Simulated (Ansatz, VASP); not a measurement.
## Mg5Te2: VASP beside Ansatz

```xyz
7
Lattice="5.2137 0.0000 0.0000 0.0000 5.2137 0.0000 0.0000 0.0000 7.8324" Properties=species:S:1:pos:R:3 pbc="T T T"
Mg    0.0000    2.6068    0.0000
Mg    2.6068    0.0000    0.0000
Mg    0.0000    2.6068    3.9162
Mg    2.6068    0.0000    3.9162
Mg    0.0000    0.0000    0.0000
Te    2.6068    2.6068    2.0855
Te    2.6068    2.6068    5.7469
```

Alike in both runs: functional PBE; k mesh 3 × 3 × 3; occupations gaussian, width 0.2 eV; no spin polarisation.

Ansatz relaxed the structure, and its values are those at the end. VASP's run is a single point on that final structure, the one shown.

```csv
,VASP,Ansatz
version,VASP 6.6.1,Ansatz 0.2.0
potentials or method,"VASP PAW PBE potentials, release 64 (Mg, Te), cutoff 600 eV","scalar-relativistic, plane waves, PAW"
valence electrons in the cell,22,82
```

|  | VASP | Ansatz | Ansatz less VASP |
| --- | --- | --- | --- |
| gap on the k mesh at the Fermi level (eV) | none | none | - |
| pressure (GPa) | 0.0 | 0.0 | +0.02 |
| rms of the force components (eV/Å) | 0.009 | 0.009 | 0.0000 |

A gap of «none» marks a metal or a gap that the smearing closes. The functional is the same, so the differences come from potentials, cutoffs and numerics. VASP's potentials hold 22 valence electrons a cell and Ansatz's 82, so a difference there can come from the potentials and not from the codes.

The k mesh is coarse, so the values compare programs but aren't converged. Neither program's run includes spin-orbit coupling.
